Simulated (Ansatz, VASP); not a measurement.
**Sr4AlO5 in VASP and in Ansatz**

```
Sr Al O
1.0
     3.59693    0.00000    0.00000
    -1.79846    3.11503    0.00000
     0.00000    0.00000   15.16834
Sr Al O
4 1 5
Direct
  0.66667 0.33333 0.10269
  0.33333 0.66667 0.50053
  0.00000 0.00000 0.70035
  0.33333 0.66667 0.90197
  0.33333 0.66667 0.30184
  0.00000 0.00000 0.99584
  0.33333 0.66667 0.18781
  0.00000 0.00000 0.34454
  0.66667 0.33333 0.58541
  0.66667 0.33333 0.79529
```

Alike in both runs: functional PBE; k mesh 12 × 12 × 4; occupations gaussian, width 0.1 eV; no spin polarisation.

Ansatz relaxed the structure, and its values are those at the end. VASP's run is a single point on that final structure, the one shown.

|  | VASP | Ansatz |
| --- | --- | --- |
| version | VASP 6.6.1 | Ansatz 0.2.0 |
| potentials or method | VASP PAW PBE potentials, release 64 (Sr_sv, Al, O), cutoff 520 eV | scalar-relativistic, plane waves, PAW |
| valence electrons in the cell | 73 | 73 |

```csv
,VASP,Ansatz,Ansatz less VASP
gap on the k mesh at the Fermi level (eV),none,none,-
pressure (GPa),0.5,0.0,-0.45
rms of the force components (eV/Å),0.015,0.002,-0.0132
```

A gap of «none» marks a metal or a gap that the smearing closes.
